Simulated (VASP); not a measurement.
A run of VASP 6.6.1 is set up as follows.

The input POSCAR:

```
F
1.0
    0.0000000000      2.3717664070      2.3717664070
    2.3717664070      0.0000000000      2.3717664070
    2.3717664070      2.3717664070      0.0000000000
F
2
Direct
    0.0000000000      0.0000000000      0.0000000000
    0.2500000000      0.2500000000      0.2500000000
```

INCAR.step1

```
SYSTEM = F
PREC = Accurate
ENCUT = 520
ISMEAR = -1
SIGMA = 0.1
LREAL = .False.
LASPH = .True.
NELM = 100
NBANDS = 14
GGA = PE
ALGO = Normal
EDIFF = 1E-4
LWAVE = .True.
LCHARG = .False.
```

Contents of INCAR.step2:

```
SYSTEM = F
PREC = Accurate
ENCUT = 520
EDIFF = 1E-7
ISMEAR = -1
SIGMA = 0.1
LREAL = .False.
LASPH = .True.
NELM = 100
ALGO = Normal
ISIF = 2
LWAVE = .False.
LCHARG = .False.
METAGGA = R2SCAN
LMIXTAU = .True.
NBANDS = 14
ISTART = 1
```

The input KPOINTS:

```
regular mesh
0
Gamma
  12 12 12
  0 0 0
```

Potentials or basis: VASP PAW PBE potentials, release 64 (F).

Run with:

```console
$ cat potpaw_PBE.64/F/POTCAR > POTCAR
$ cp INCAR.step1 INCAR
$ mpirun -np 1 vasp_std > vasp.out
$ cp INCAR.step2 INCAR
$ mpirun -np 1 vasp_std > vasp.out
```

Question: What does it give for the pressure?

Answer: 1.0 GPa.

Question: Predict the band gap on the k mesh.

Answer: Zero (bands 7 and 8 overlap by 1.13 eV).

Caveat: the PAW data sets were made with another functional, which shifts forces and pressure a little.
